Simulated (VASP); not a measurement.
# WS2 in VASP: a series of runs, part 2 of 2

VASP 6.6.1. Earlier steps stand in the parts before.

## 3. Single point, r2SCAN (biaxial strain in the a-b plane: -3.0 %, then relaxed in part)

POSCAR

```
WS2
1.0
    3.0856625262      0.0000000000      0.0000000000
   -1.5428312631      2.6722621352      0.0000000000
    0.0000000000      0.0000000000     17.2567705821
W S
1 2
Direct
    0.3333333333      0.6666666667      0.0000000000
    0.6666666667      0.3333333333      0.9076997136
    0.6666666667      0.3333333333      0.0923002864
```

INCAR.step1

```
SYSTEM = WS2
ALGO     = Normal         ! electronic algorithm
EDIFF    = 1E-4           ! SCF threshold, eV
ENCUT    = 520            ! plane-wave cutoff, eV
GGA      = PE             ! functional
ISMEAR   = 0              ! smearing method
LASPH    = .True.         ! aspherical terms in the spheres
LCHARG   = .False.        ! write CHGCAR
LREAL    = .False.        ! projectors in reciprocal space
LWAVE    = .True.         ! write WAVECAR
NBANDS   = 20             ! bands
NELM     = 80             ! most SCF steps
PREC     = Accurate       ! precision mode
SIGMA    = 0.02           ! smearing width, eV
```

INCAR.step2

```
SYSTEM = WS2
ALGO     = Normal         ! electronic algorithm
EDIFF    = 1E-7           ! SCF threshold, eV
ENCUT    = 520            ! plane-wave cutoff, eV
ISIF     = 2              ! what is computed and relaxed
ISMEAR   = 0              ! smearing method
ISTART   = 1            
LASPH    = .True.         ! aspherical terms in the spheres
LCHARG   = .False.        ! write CHGCAR
LMIXTAU  = .True.       
LREAL    = .False.        ! projectors in reciprocal space
LWAVE    = .False.        ! write WAVECAR
METAGGA  = R2SCAN         ! meta-GGA
NBANDS   = 20             ! bands
NELM     = 80             ! most SCF steps
PREC     = Accurate       ! precision mode
SIGMA    = 0.02           ! smearing width, eV
```

KPOINTS

```
k-points
0
Gamma
  12 12 2
  0 0 0
```

Potentials or basis: VASP PAW PBE potentials, release 64 (W_sv, S).

Command:

```sh
$ cat potpaw_PBE.64/W_sv/POTCAR potpaw_PBE.64/S/POTCAR > POTCAR
$ cp INCAR.step1 INCAR
$ mpirun -np 1 vasp_std > vasp.out
$ cp INCAR.step2 INCAR
$ mpirun -np 1 vasp_std > vasp.out
```

Wall time 4.3 min (1 thread of Intel Xeon 6975P-C (Granite Rapids), shared host); peak memory 0.34 GiB.

Results (log left out):

| Quantity | Value |
| --- | --- |
| Free energy | -69.9358 eV |
| Largest force | 0.028 eV/Å |
| Band gap on the k mesh | 2.06 eV (least direct gap 2.40 eV) |

Forces on the atoms (eV/Å):
```
W    0.000  0.000  0.000
S    0.000  0.000 -0.028
S    0.000  0.000  0.028
```

Levels at points of the mesh, in eV from the valence-band top:
| k point | band 9 | band 10 | band 11 | band 12 | band 13 | band 14 | band 15 | band 16 | band 17 | band 18 |
| --- | --- | --- | --- | --- | --- | --- | --- | --- | --- | --- |
| (0.00, 0.00, 0.00) | -2.84 | -2.60 | -1.48 | -1.48 | -0.41 | 3.34 | 3.34 | 3.38 | 3.38 | 5.62 |
| (0.50, 0.00, 0.00) | -4.82 | -3.54 | -2.57 | -1.14 | -1.09 | 3.48 | 3.72 | 4.46 | 5.14 | 5.89 |
| (0.00, 0.00, 0.50) | -2.84 | -2.60 | -1.48 | -1.48 | -0.41 | 3.34 | 3.34 | 3.38 | 3.38 | 5.68 |
| (0.50, 0.00, 0.50) | -4.82 | -3.54 | -2.57 | -1.14 | -1.09 | 3.49 | 3.72 | 4.46 | 5.14 | 5.89 |

Caveat: the cell differs from its parent crystal (biaxial strain in the a-b plane: -3.0 %, then relaxed in part); there is no dipole correction, which matters where the two faces differ; the PAW data sets were made with another functional, which shifts forces and pressure a little; spin-orbit coupling is left out, which moves the levels of the heavy elements.

## 4. Single point, r2SCAN (biaxial strain in the a-b plane: -3.0 %)

POSCAR

```
WS2
1.0
    3.0856625262      0.0000000000      0.0000000000
   -1.5428312631      2.6722621352      0.0000000000
    0.0000000000      0.0000000000     17.2558533201
W S
1 2
Direct
    0.3333333333      0.6666666667      0.0000000000
    0.6666666667      0.3333333333      0.9078800771
    0.6666666667      0.3333333333      0.0921199229
```

INCAR.step1

```
  PREC = Accurate
  ENCUT = 520
  ISMEAR = 0
  SIGMA = 0.02
  LREAL = F
  LASPH = T
  NELM = 100
  NBANDS = 20
  GGA = PE
  ALGO = Normal
  EDIFF = 1E-4
  LWAVE = T
  LCHARG = F
```

INCAR.step2

```
  PREC = Accurate
  ENCUT = 520
  EDIFF = 1E-7
  ISMEAR = 0
  SIGMA = 0.02
  LREAL = F
  LASPH = T
  NELM = 100
  ALGO = Normal
  ISIF = 2
  LWAVE = F
  LCHARG = F
  METAGGA = R2SCAN
  LMIXTAU = T
  NBANDS = 20
  ISTART = 1
```

KPOINTS

```
Automatic mesh
0
Gamma
  12 12 2
```

Command:

```sh
$ cat potpaw_PBE.64/W_sv/POTCAR potpaw_PBE.64/S/POTCAR > POTCAR
$ cp INCAR.step1 INCAR
$ mpirun -np 1 vasp_std > vasp.out
$ cp INCAR.step2 INCAR
$ mpirun -np 1 vasp_std > vasp.out
```

Run time: 4.4 min. Hardware: 1 thread of Intel Xeon 6975P-C (Granite Rapids), shared host; peak memory 0.34 GiB.

It converged, with:

* Free energy: -69.9354 eV
* Largest force: 0.096 eV/Å
* Band gap on the k mesh: 2.08 eV (least direct gap 2.40 eV)

Forces in eV/Å, atoms in the order of the input:
```
W    0.000  0.000  0.000
S    0.000  0.000 -0.096
S    0.000  0.000  0.096
```

Levels at points of the mesh, in eV from the valence-band top:
| k point | band 9 | band 10 | band 11 | band 12 | band 13 | band 14 | band 15 | band 16 | band 17 | band 18 |
| --- | --- | --- | --- | --- | --- | --- | --- | --- | --- | --- |
| (0.00, 0.00, 0.00) | -2.86 | -2.59 | -1.49 | -1.49 | -0.40 | 3.34 | 3.34 | 3.39 | 3.39 | 5.62 |
| (0.50, 0.00, 0.00) | -4.83 | -3.56 | -2.56 | -1.15 | -1.09 | 3.48 | 3.73 | 4.47 | 5.16 | 5.88 |
| (0.00, 0.00, 0.50) | -2.86 | -2.59 | -1.49 | -1.49 | -0.40 | 3.34 | 3.34 | 3.39 | 3.39 | 5.68 |
| (0.50, 0.00, 0.50) | -4.83 | -3.56 | -2.56 | -1.15 | -1.09 | 3.48 | 3.73 | 4.47 | 5.16 | 5.88 |

Caveat: the cell differs from its parent crystal (biaxial strain in the a-b plane: -3.0 %); there is no dipole correction, which matters where the two faces differ; the PAW data sets were made with another functional, which shifts forces and pressure a little; spin-orbit coupling is left out, which moves the levels of the heavy elements.

## 5. Single point, r2SCAN (biaxial strain in the a-b plane: -1.5 %, then relaxed in part)

POSCAR

```
WS2
1.0
    3.1333789571      0.0000000000      0.0000000000
   -1.5666894785      2.7135857765      0.0000000000
    0.0000000000      0.0000000000     17.1040315658
W S
1 2
Direct
    0.3333333333      0.6666666667      0.0000000000
    0.6666666667      0.3333333333      0.9078800771
    0.6666666667      0.3333333333      0.0921199229
```

INCAR.step1

```
PREC = Accurate ; ENCUT = 520
ISMEAR = 0 ; SIGMA = 0.02
LREAL = False ; LASPH = True
NELM = 60 ; NBANDS = 20
GGA = PE ; ALGO = Normal
EDIFF = 1E-4 ; LWAVE = True
LCHARG = False
```

INCAR.step2

```
PREC = Accurate ; ENCUT = 520
EDIFF = 1E-7 ; ISMEAR = 0
SIGMA = 0.02 ; LREAL = False
LASPH = True ; NELM = 60
ALGO = Normal ; ISIF = 2
LWAVE = False ; LCHARG = True
METAGGA = R2SCAN ; LMIXTAU = True
LELF = True ; LVHAR = True
NBANDS = 20 ; ISTART = 1
```

KPOINTS

```
regular mesh
0
Gamma
  12 12 2
```

Command:

```sh
$ cat potpaw_PBE.64/W_sv/POTCAR potpaw_PBE.64/S/POTCAR > POTCAR
$ cp INCAR.step1 INCAR
$ mpirun -np 1 vasp_std > vasp.out
$ cp INCAR.step2 INCAR
$ mpirun -np 1 vasp_std > vasp.out
```

Wall time 4.8 min (1 thread of Intel Xeon 6975P-C (Granite Rapids), shared host); peak memory 0.34 GiB.

Results (log left out):

* Free energy: -70.0142 eV
* Largest force: 0.025 eV/Å
* Band gap on the k mesh: 2.15 eV

Forces on the atoms (eV/Å):
```
W    0.000  0.000  0.000
S    0.000  0.000 -0.025
S    0.000  0.000  0.025
```

Levels at points of the mesh, in eV from the valence-band top:
| k point | band 10 | band 11 | band 12 | band 13 | band 14 | band 15 | band 16 | band 17 |
| --- | --- | --- | --- | --- | --- | --- | --- | --- |
| (0.00, 0.00, 0.00) | -2.41 | -1.64 | -1.64 | -0.19 | 3.20 | 3.20 | 3.31 | 3.31 |
| (0.50, 0.00, 0.00) | -3.59 | -2.41 | -1.29 | -1.03 | 3.24 | 3.63 | 4.45 | 5.08 |
| (0.00, 0.00, 0.50) | -2.41 | -1.64 | -1.64 | -0.19 | 3.20 | 3.20 | 3.31 | 3.31 |
| (0.50, 0.00, 0.50) | -3.59 | -2.41 | -1.29 | -1.03 | 3.24 | 3.63 | 4.45 | 5.08 |

Caveat: the cell differs from its parent crystal (biaxial strain in the a-b plane: -1.5 %, then relaxed in part); there is no dipole correction, which matters where the two faces differ; the PAW data sets were made with another functional, which shifts forces and pressure a little; spin-orbit coupling is left out, which moves the levels of the heavy elements.

## 6. Overview

```csv
cell,gap on the mesh (eV),largest force (eV/Å)
"a = 3.038, b = 3.038, c = 17.409 Å, angles 90.0, 90.0, 120.0°, 3 atoms, atomic positions A",1.96,0.03
"a = 3.086, b = 3.086, c = 17.257 Å, angles 90.0, 90.0, 120.0°, 3 atoms, atomic positions B",2.06,0.03
"a = 3.086, b = 3.086, c = 17.256 Å, angles 90.0, 90.0, 120.0°, 3 atoms, atomic positions C",2.08,0.10
"a = 3.133, b = 3.133, c = 17.104 Å, angles 90.0, 90.0, 120.0°, 3 atoms, atomic positions C",2.15,0.03
```

Alike in all rows: task single point; level r2SCAN; potentials or basis VASP PAW PBE potentials, release 64 (W_sv, S); no spin polarisation; k mesh 12 × 12 × 2; cutoff (eV) 520; smearing gaussian 0.02 eV.

Caveats: there is no dipole correction, which matters where the two faces differ; the PAW data sets were made with another functional, which shifts forces and pressure a little; spin-orbit coupling is left out, which moves the levels of the heavy elements.

Total energies depend on the potentials used, so only differences within one code and one set of settings carry meaning.
